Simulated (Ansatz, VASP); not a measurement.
Sc4BSb3 in VASP and in Ansatz

```
Sc B Sb
1.0
     3.83369    0.00000    0.00000
    -1.91684    3.32007    0.00000
     0.00000    0.00000   28.77415
Sc B Sb
8 2 6
Direct
  0.00000 0.00000 0.19851
  0.33333 0.66667 0.06533
  0.00000 0.00000 0.80149
  0.66667 0.33333 0.93467
  0.00000 0.00000 0.30149
  0.33333 0.66667 0.43467
  0.00000 0.00000 0.69851
  0.66667 0.33333 0.56533
  0.66667 0.33333 0.75000
  0.33333 0.66667 0.25000
  0.66667 0.33333 0.13020
  0.33333 0.66667 0.86980
  0.00000 0.00000 0.00000
  0.66667 0.33333 0.36980
  0.33333 0.66667 0.63020
  0.00000 0.00000 0.50000
```

Alike in both runs: functional PBE; k mesh 5 × 5 × 1; occupations gaussian, width 0.2 eV; no spin polarisation.

Ansatz relaxed the structure, and its values are those at the end. VASP's run is a single point on that final structure, the one shown.

|  | VASP | Ansatz |
| --- | --- | --- |
| version | VASP 6.6.1 | Ansatz 0.2.0 |
| potentials or method | VASP PAW PBE potentials, release 64 (Sc_sv, B, Sb), cutoff 520 eV | scalar-relativistic, plane waves, PAW |
| valence electrons in the cell | 124 | 184 |

VASP gave:

- gap on the k mesh at the Fermi level (eV): none
- pressure (GPa): 0.3
- rms of the force components (eV/Å): 0.013

Task: Which values does Ansatz return?

Result: gap on the k mesh at the Fermi level (eV): none; pressure (GPa): 0.1; rms of the force components (eV/Å): 0.009.

A gap of «none» marks a metal or a gap that the smearing closes. VASP's potentials hold 124 valence electrons a cell and Ansatz's 184, so a difference there can come from the potentials and not from the codes.

The k mesh is coarse, so the values compare programs but aren't converged. Spin-orbit coupling is off throughout.
